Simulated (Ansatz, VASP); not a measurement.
# Co in VASP and in Ansatz

```
Co
1.0
     0.00000    2.47064    2.47064
     2.47064    0.00000    2.47064
     2.47064    2.47064    0.00000
Co
2
Direct
  0.12500 0.12500 0.12500
  0.87500 0.87500 0.87500
```

Alike in both runs: task single point; functional BLYP; k mesh 12 × 12 × 12; occupations fermi-dirac, width 0.05 eV; collinear spin.

|  | VASP | Ansatz |
| --- | --- | --- |
| version | VASP 6.6.1 | Ansatz 0.2.0 |
| potentials or method | VASP PAW PBE potentials, release 64 (Co), cutoff 520 eV | plane waves (420 eV) with PAW, scalar-relativistic |
| valence electrons in the cell | 18 | 34 |

Ansatz gave:

```
pressure (GPa)                                                : 14.7
net moment per atom (μB)                                      : 1.59
size of the moment on the site where the two differ most (μB) : 1.58
```

Q: Which values does VASP return?

A: Pressure (GPa): 5.1; net moment per atom (μB): 0.60; size of the moment on the site where the two differ most (μB): 0.59.

The net moments are unlike, so the other rows may belong to different states. VASP's potentials were made for PBE, not for BLYP. Site moments also hang on the region over which each program counts them. VASP's potentials hold 18 valence electrons a cell and Ansatz's 34, so a difference there can come from the potentials and not from the codes.
